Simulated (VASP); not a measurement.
# Bi (P-1) in VASP: a series of runs

Bi is run at these levels: PBE; tasks: electric field gradients.

Everything below comes from runs of VASP 6.6.1. Logs are shortened: lines on timing, memory, paths and dates and some standing lists are left out, and cuts for length are marked.

### 1 The cell of the first run

The typed cell holds 2 atoms: a = 4.818 Å, b = 4.717 Å, c = 4.702 Å, α = 57.17°, β = 57.57°, γ = 56.94°.

### 2 Electric field gradients, PBE (equal xy, yz and zx shear strains of +2 %)

Contents of INCAR:

```
PREC = Accurate ; ENCUT = 520
EDIFF = 1E-8 ; ISMEAR = -1
SIGMA = 0.03 ; LREAL = False
LASPH = True ; NELM = 80
ALGO = Normal ; ISIF = 2
LWAVE = False ; LCHARG = False
GGA = PE ; LEFG = True
NBANDS = 22 ; KPAR = 4
```

Contents of KPOINTS:

```
Automatic mesh
0
Gamma
  11 11 11
```

Contents of POSCAR:

```
Bi
1.0
    2.3256628482      1.3745869730      3.9898531666
   -2.2203365086      1.3291269794      3.9443931730
    0.0132936605     -2.5850939523      3.9277536605
Bi
2
Direct
    0.2338900000      0.2338900000      0.2338900000
    0.7661100000      0.7661100000      0.7661100000
```

Potentials or basis: VASP PAW PBE potentials, release 64 (Bi_d).

On the command line:

```
$ cat potpaw_PBE.64/Bi_d/POTCAR > POTCAR
$ mpirun -np 4 vasp_std > vasp.out
```

OUTCAR:

```text
PREC = Accurate
   ENCUT = 520
   EDIFF = 1E-8
   ISMEAR = -1
   LREAL = False
   LASPH = True
   NELM = 80
   ISIF = 2
   GGA = PE

 ion  position               nearest neighbor table
   1  0.234  0.234  0.234-   2 3.05   2 3.06   2 3.10   2 3.50   2 3.53   2 3.56
   2  0.766  0.766  0.766-   1 3.05   1 3.06   1 3.10   1 3.50   1 3.53   1 3.56

  LATTYP: Found a triclinic cell.
 ALAT       =     4.5067178864
 B/A-ratio  =     1.0088170701
 C/A-ratio  =     1.0433627727
 COS(alpha) =     0.0056820036
 COS(beta)  =     0.4758085299
 COS(gamma) =     0.4868514561

  Lattice vectors:

 A1 = (   2.2336301691,  -3.9142209317,  -0.0166395125)
 A2 = (   4.5459993568,   0.0454599936,   0.0454599936)
 A3 = (   0.0132936605,  -2.5850939523,   3.9277536605)

Analysis of symmetry for initial positions (statically):
=====================================================================
 Subroutine PRICEL returns:
 Original cell was already a primitive cell.

 Routine SETGRP: Setting up the symmetry group for a
 triclinic supercell.

 Subroutine GETGRP returns: Found  2 space group operations
 (whereof  2 operations were pure point group operations)
 out of a pool of  2 trial point group operations.

The static configuration has the point symmetry S_2 .

Analysis of symmetry for dynamics (positions and initial velocities):
=====================================================================
 Subroutine PRICEL returns:
 Original cell was already a primitive cell.

 Routine SETGRP: Setting up the symmetry group for a
 triclinic supercell.

 Subroutine GETGRP returns: Found  2 space group operations
 (whereof  2 operations were pure point group operations)
 out of a pool of  2 trial point group operations.

The dynamic configuration has the point symmetry S_2 .

 Subroutine INISYM returns: Found  2 space group operations
 (whereof  2 operations are pure point group operations),
 and found     1 'primitive' translations

----------------------------------------------------------------------------------------

                                     Primitive cell

  volume of cell :      70.7451

  direct lattice vectors                    reciprocal lattice vectors
[... 122 lines left out ...]
   NGX = 17   NGY = 17   NGZ = 17

 number of electron      30.0000004 magnetization

 Free energy of the ion-electron system (eV)
  ---------------------------------------------------
  ext. energy  EPLUGINS =         0.00000000
  ---------------------------------------------------
  free energy    TOTEN  =        -7.75371779 eV

  energy without entropy =       -7.75315989  energy(sigma->0) =       -7.75343884

 E-fermi :   6.2667     XC(G=0):  -9.5047

 val. band max:        6.2542270636   @ k =   0.2727   0.1818   0.2727
 cond. band min:       6.2880429068   @ k =   0.4545   0.0000   0.0000
 fundamental gap:      0.0338158431
 Fermi energy:         6.2666751927

 k-point     1 :       0.0000    0.0000    0.0000
  band No.  band energies     occupation
      1     -16.6524      2.00000
      2     -16.6354      2.00000
      3     -16.4979      2.00000
      4     -16.4930      2.00000
      5     -16.4778      2.00000
      6     -16.3140      2.00000
[... 589 lines left out ...]
     21      14.7294      0.00000
     22      15.7295      0.00000

 [... further k-points ...]

------------------------ aborting loop because EDIFF is reached ----------------------------------------

  FORCE on cell =-STRESS in cart. coord.  units (eV):
  Direction    XX          YY          ZZ          XY          YZ          ZX
  --------------------------------------------------------------------------------------
  -------------------------------------------------------------------------------------
  Total        0.9755107      0.5399472      0.8082818     -0.0592583     -0.4026189     -0.1923308
  in kB       22.0925596     12.2282767     18.3052969     -1.3420331     -9.1181801     -4.3557494
  external PRESSURE =      17.5420444 kB  Pullay stress =       0.0000000 kB

 VOLUME and BASIS-vectors are now :
 -----------------------------------------------------------------------------
  energy-cutoff  :      520.00
  volume of cell :       70.75
      direct lattice vectors                 reciprocal lattice vectors
     2.325662848  1.374586973  3.989853167     0.217924662  0.124013756  0.080883432
    -2.220336509  1.329126979  3.944393173    -0.222109742  0.128370532  0.085240208
     0.013293661 -2.585093952  3.927753661     0.001680539 -0.254888828  0.086834899

 POSITION                                       TOTAL-FORCE (eV/Angst)
 -----------------------------------------------------------------------------------
      0.02774      0.02774      2.77440        -0.058634     -0.120190      0.197271
      0.09088      0.09088      9.08760         0.058634      0.120190     -0.197271
 -----------------------------------------------------------------------------------
    total drift:                                0.000000     -0.000000      0.000000

  FREE ENERGIE OF THE ION-ELECTRON SYSTEM (eV)
  ---------------------------------------------------
  free  energy   TOTEN  =        -7.7537177876 eV

  energy  without entropy=       -7.7531598934  energy(sigma->0) =       -7.75343884

 Electric field gradients (V/A^2)
---------------------------------------------------------------------
 ion       V_xx      V_yy      V_zz      V_xy      V_xz      V_yz
---------------------------------------------------------------------
   1       6.901    27.001   -33.903     8.206    14.713    26.530
   2       6.901    27.001   -33.903     8.206    14.713    26.530
---------------------------------------------------------------------

 Electric field gradients after diagonalization (V/A^2)
 (convention: |V_zz| > |V_xx| > |V_yy|)
----------------------------------------------------------------------
 ion       V_xx      V_yy      V_zz     asymmetry (V_yy - V_xx)/ V_zz
----------------------------------------------------------------------
   1      41.853     4.312   -46.165       0.813
   2      41.853     4.312   -46.165       0.813
----------------------------------------------------------------------

           NMR quadrupolar parameters

 Cq : quadrupolar parameter    Cq=e*Q*V_zz/h
 eta: asymmetry parameters     (V_yy - V_xx)/ V_zz
 Q  : nuclear electric quadrupole moment in mb (millibarn)
----------------------------------------------------------------------
 ion       Cq(MHz)       eta       Q (mb)
----------------------------------------------------------------------
   1      -0.112       0.813       1.000
   2      -0.112       0.813       1.000
----------------------------------------------------------------------
```

OSZICAR:

```text
N       E                     dE             d eps       ncg     rms          rms(c)
DAV:   1     0.307773199552E+03    0.30777E+03   -0.16213E+04 29348   0.164E+03
DAV:   2     0.183478302131E+02   -0.28943E+03   -0.28232E+03 29784   0.436E+02
DAV:   3    -0.685522644688E+01   -0.25203E+02   -0.24925E+02 35420   0.143E+02
DAV:   4    -0.771967151106E+01   -0.86445E+00   -0.86400E+00 36448   0.291E+01
DAV:   5    -0.775610969609E+01   -0.36438E-01   -0.36437E-01 42426   0.535E+00    0.106E+00
DAV:   6    -0.775356538560E+01    0.25443E-02   -0.16232E-02 38602   0.135E+00    0.638E-01
DAV:   7    -0.775348472056E+01    0.80665E-04   -0.11277E-02 36926   0.119E+00    0.109E-01
DAV:   8    -0.775369551830E+01   -0.21080E-03   -0.14167E-03 34908   0.413E-01    0.237E-02
DAV:   9    -0.775371863510E+01   -0.23117E-04   -0.58781E-05 42346   0.587E-02    0.956E-03
DAV:  10    -0.775371735473E+01    0.12804E-05   -0.72638E-06 33866   0.261E-02    0.174E-03
DAV:  11    -0.775371778628E+01   -0.43155E-06   -0.63840E-07 36354   0.624E-03    0.118E-03
DAV:  12    -0.775371773908E+01    0.47205E-07   -0.13543E-07 31614   0.228E-03    0.242E-04
DAV:  13    -0.775371775823E+01   -0.19159E-07   -0.11991E-08 29652   0.842E-04    0.895E-05
DAV:  14    -0.775371778844E+01   -0.30211E-07   -0.21224E-09 19500   0.461E-04    0.289E-05
DAV:  15    -0.775371778760E+01    0.84037E-09   -0.60699E-10 18006   0.304E-04
   1 F= -.77537178E+01 E0= -.77534388E+01  d E =-.557894E-03
```

Wall time 2.2 min (4 MPI ranks of Intel Xeon Platinum 8488C (Sapphire Rapids), shared host); peak memory 0.83 GiB.

Results:

```
Free energy                             : -7.7537 eV
Pressure                                : 1.8 GPa
Largest force                           : 0.238 eV/Å
Band gap on the k mesh                  : zero (bands 15 and 16 overlap by 0.20 eV)
Largest electric field gradient by atom : Bi -46.2 V/Å²
```

Forces in eV/Å, atoms in the order of the input:
```
Bi  -0.059 -0.120  0.197
Bi   0.059  0.120 -0.197
```

Electric field gradients, principal values (V/Å²):
| atom | least | middle | greatest (by size) |
| --- | --- | --- | --- |
| 1 Bi | 4.312 | 41.853 | -46.165 |
| 2 Bi | 4.312 | 41.853 | -46.165 |

Caveat: the cell differs from its parent crystal (equal xy, yz and zx shear strains of +2 %); without QUAD_EFG the Cq values of the log hold for a quadrupole moment of 1 mb, not for the nuclei; spin-orbit coupling is left out, which moves the levels of the heavy elements.

### 3 Electric field gradients, PBE (equal xy, yz and zx shear strains of -2 %)

Contents of INCAR:

```
SYSTEM = Bi
PREC = Accurate
ENCUT = 520
EDIFF = 1E-8
ISMEAR = -1
SIGMA = 0.03
LREAL = .FALSE.
LASPH = .TRUE.
NELM = 60
ALGO = Normal
ISIF = 2
LWAVE = .FALSE.
LCHARG = .FALSE.
GGA = PE
LEFG = .TRUE.
NBANDS = 22
KPAR = 4
```

Contents of KPOINTS:

```
regular mesh
0
G
  11 11 11
  0 0 0
```

Contents of POSCAR:

```
Bi
1.0
    2.2203365086      1.2500469794      3.9181468334
   -2.3256628482      1.2955069730      3.9636068270
   -0.0132936605     -2.6641739523      3.9802463395
Bi
2
Direct
    0.2338900000      0.2338900000      0.2338900000
    0.7661100000      0.7661100000      0.7661100000
```

Potentials or basis: VASP PAW PBE potentials, release 64 (Bi_d).

On the command line:

```
$ cat potpaw_PBE.64/Bi_d/POTCAR > POTCAR
$ mpirun -np 4 vasp_std > vasp.out
```

OUTCAR:

```text
SYSTEM = Bi
   PREC = Accurate
   ENCUT = 520
   EDIFF = 1E-8
   ISMEAR = -1
   LREAL = .FALSE.
   LASPH = .TRUE.
   NELM = 60
   ISIF = 2
   GGA = PE

 ion  position               nearest neighbor table
   1  0.234  0.234  0.234-   2 3.04   2 3.08   2 3.09   2 3.49   2 3.53   2 3.56
   2  0.766  0.766  0.766-   1 3.04   1 3.08   1 3.09   1 3.49   1 3.53   1 3.56

  LATTYP: Found a triclinic cell.
 ALAT       =     7.9422417171
 B/A-ratio  =     0.5773502692
 C/A-ratio  =     0.5884733818
 COS(alpha) =     0.0116485874
 COS(beta)  =     0.2723122627
 COS(gamma) =     0.8709151563

  Lattice vectors:

 A1 = (  -6.8583685445,   4.0051409189,   0.0288204811)
 A2 = (  -2.3123691877,   3.9596809253,  -0.0166395125)
 A3 = (  -2.2203365086,  -1.2500469794,  -3.9181468334)

Analysis of symmetry for initial positions (statically):
=====================================================================
 Subroutine PRICEL returns:
 Original cell was already a primitive cell.

 Routine SETGRP: Setting up the symmetry group for a
 triclinic supercell.

 Subroutine GETGRP returns: Found  2 space group operations
 (whereof  2 operations were pure point group operations)
 out of a pool of  2 trial point group operations.

The static configuration has the point symmetry S_2 .

Analysis of symmetry for dynamics (positions and initial velocities):
=====================================================================
 Subroutine PRICEL returns:
 Original cell was already a primitive cell.

 Routine SETGRP: Setting up the symmetry group for a
 triclinic supercell.

 Subroutine GETGRP returns: Found  2 space group operations
 (whereof  2 operations were pure point group operations)
 out of a pool of  2 trial point group operations.

The dynamic configuration has the point symmetry S_2 .

 Subroutine INISYM returns: Found  2 space group operations
 (whereof  2 operations are pure point group operations),
 and found     1 'primitive' translations

----------------------------------------------------------------------------------------

                                     Primitive cell

  volume of cell :      70.7449

  direct lattice vectors                    reciprocal lattice vectors
     2.220336509  1.250046979  3.918146833     0.222152904  0.130101620  0.087825361
    -2.325662848  1.295506973  3.963606827    -0.217883261  0.125656810  0.083380551
    -0.013293661 -2.664173952  3.980246339    -0.001714496 -0.253203283  0.081753638

  length of vectors
     4.673797842  4.774643974  4.789609639     0.272014041  0.264981255  0.266079874

  position of ions in fractional coordinates (direct lattice)
     0.233890000  0.233890000  0.233890000
     0.766110000  0.766110000  0.766110000

  ion indices of the primitive-cell ions
   primitive index   ion index
                 1           1
                 2           2

----------------------------------------------------------------------------------------

[... 74 lines left out ...]
   NFREE  =      0    steps in history (QN), initial steepest desc. (CG)
   ISIF   =      2    stress and relaxation
   ISYM   =      2    0-nonsym 1-usesym 2-fastsym
   POTIM  = 0.5000    time-step for ionic-motion
   TEBEG  =    0.0;   TEEND  =   0.0 temperature during run
   PSTRESS=    0.0 pullay stress
   NELECT =      30.0000    total number of electrons
   NUPDOWN=      -1.0000    fix difference up-down
   EMIN   =  10.00;   EMAX   =-10.00  energy-range for DOS
   EFERMI =   0.00;   METHOD = LEGACY
   ISMEAR =    -1;   SIGMA  =   0.03  broadening in eV -4-tet -1-fermi 0-gaus
   EFERMI_NEDOS =   21; number of points for ismear=-14 and -15
   IALGO  =     38    algorithm
   IMIX   =      4    mixing-type and parameters
     AMIX     =   0.40;   BMIX     =  1.00
     AMIX_MAG =   1.60;   BMIX_MAG =  1.00
  volume/ion in A,a.u.               =      35.37       238.70
  Fermi-wavevector in a.u.,A,eV,Ry     =   1.229939  2.324248 20.582218  1.512750
  Thomas-Fermi vector in A             =   2.364807
   LORBIT       =      0    0 simple, 1 ext, 2 COOP (PROOUT), +10 PAW based schemes
   GGA     = PE    functional components
   LHFCALC =     F    Hartree Fock is set to
   AEXX    =    0.0000 exact exchange contribution
   IVDW    =     0    specifies the selected vdW correction
   LEPSILON=     F    determine dielectric tensor
   LRPA    =     F    only Hartree local field effects (RPA)
 non-spin polarized calculation
  energy-cutoff  :      520.00
  volume of cell :       70.74
 maximum number of plane-waves:      1933
   NGX = 17   NGY = 17   NGZ = 17

 number of electron      30.0000003 magnetization

 Free energy of the ion-electron system (eV)
  ---------------------------------------------------
  ext. energy  EPLUGINS =         0.00000000
  ---------------------------------------------------
  free energy    TOTEN  =        -7.75354681 eV

  energy without entropy =       -7.75293192  energy(sigma->0) =       -7.75323937

 E-fermi :   6.2690     XC(G=0):  -9.5047

 val. band max:        6.2630800886   @ k =   0.1818   0.1818   0.3636
 cond. band min:       6.2719035610   @ k =  -0.0000   0.4545  -0.0000
 fundamental gap:      0.0088234725
 Fermi energy:         6.2689614478

 k-point     1 :       0.0000    0.0000    0.0000
  band No.  band energies     occupation
      1     -16.6528      2.00000
      2     -16.6351      2.00000
      3     -16.4976      2.00000
      4     -16.4936      2.00000
      5     -16.4776      2.00000
      6     -16.3143      2.00000
[... 589 lines left out ...]
     21      14.8457      0.00000
     22      16.2701      0.00000

 [... further k-points ...]

------------------------ aborting loop because EDIFF is reached ----------------------------------------

  FORCE on cell =-STRESS in cart. coord.  units (eV):
  Direction    XX          YY          ZZ          XY          YZ          ZX
  --------------------------------------------------------------------------------------
  -------------------------------------------------------------------------------------
  Total        0.5310127      0.9842532      0.8085522      0.0629909      0.4180909      0.1835687
  in kB       12.0259837     22.2906403     18.3114946      1.4265718      9.4686139      4.1573276
  external PRESSURE =      17.5427062 kB  Pullay stress =       0.0000000 kB

 VOLUME and BASIS-vectors are now :
 -----------------------------------------------------------------------------
  energy-cutoff  :      520.00
  volume of cell :       70.74
      direct lattice vectors                 reciprocal lattice vectors
     2.220336509  1.250046979  3.918146833     0.222152904  0.130101620  0.087825361
    -2.325662848  1.295506973  3.963606827    -0.217883261  0.125656810  0.083380551
    -0.013293661 -2.664173952  3.980246339    -0.001714496 -0.253203283  0.081753638

 POSITION                                       TOTAL-FORCE (eV/Angst)
 -----------------------------------------------------------------------------------
     -0.02774     -0.02774      2.77440         0.057151      0.123099      0.197411
     -0.09088     -0.09088      9.08760        -0.057151     -0.123099     -0.197411
 -----------------------------------------------------------------------------------
    total drift:                                0.000000     -0.000000      0.000000

  FREE ENERGIE OF THE ION-ELECTRON SYSTEM (eV)
  ---------------------------------------------------
  free  energy   TOTEN  =        -7.7535468097 eV

  energy  without entropy=       -7.7529319239  energy(sigma->0) =       -7.75323937

 Electric field gradients (V/A^2)
---------------------------------------------------------------------
 ion       V_xx      V_yy      V_zz      V_xy      V_xz      V_yz
---------------------------------------------------------------------
   1      27.919     6.232   -34.151    -8.583   -14.134   -25.394
   2      27.919     6.232   -34.151    -8.583   -14.134   -25.394
---------------------------------------------------------------------

 Electric field gradients after diagonalization (V/A^2)
 (convention: |V_zz| > |V_xx| > |V_yy|)
----------------------------------------------------------------------
 ion       V_xx      V_yy      V_zz     asymmetry (V_yy - V_xx)/ V_zz
----------------------------------------------------------------------
   1      31.585    18.301   -49.886       0.266
   2      31.585    18.301   -49.886       0.266
----------------------------------------------------------------------

           NMR quadrupolar parameters

 Cq : quadrupolar parameter    Cq=e*Q*V_zz/h
 eta: asymmetry parameters     (V_yy - V_xx)/ V_zz
 Q  : nuclear electric quadrupole moment in mb (millibarn)
----------------------------------------------------------------------
 ion       Cq(MHz)       eta       Q (mb)
----------------------------------------------------------------------
   1      -0.121       0.266       1.000
   2      -0.121       0.266       1.000
----------------------------------------------------------------------
```

Wall time 8 min (4 MPI ranks of Oxide Virtual Turin-like, shared host); peak memory 0.81 GiB.

Results:

```yaml
Free_energy: -7.7535 eV
Pressure: 1.8 GPa
Largest_force: 0.240 eV/Å
Band_gap_on_the_k_mesh: zero (bands 15 and 16 overlap by 0.19 eV)
Largest_electric_field_gradient_by_atom: Bi -49.9 V/Å²
```

Forces on the atoms (eV/Å):
```
Bi   0.057  0.123  0.197
Bi  -0.057 -0.123 -0.197
```

Stress tensor (GPa, compression positive):
```
1.20 0.14 0.42
0.14 2.23 0.95
0.42 0.95 1.83
```

Electric field gradients, principal values (V/Å²):
| atom | least | middle | greatest (by size) |
| --- | --- | --- | --- |
| 1 Bi | 18.301 | 31.585 | -49.886 |
| 2 Bi | 18.301 | 31.585 | -49.886 |

Caveat: the cell differs from its parent crystal (equal xy, yz and zx shear strains of -2 %); without QUAD_EFG the Cq values of the log hold for a quadrupole moment of 1 mb, not for the nuclei; spin-orbit coupling is left out, which moves the levels of the heavy elements.

The gap in the log of VASP goes by the Fermi energy; the results here count the filled bands.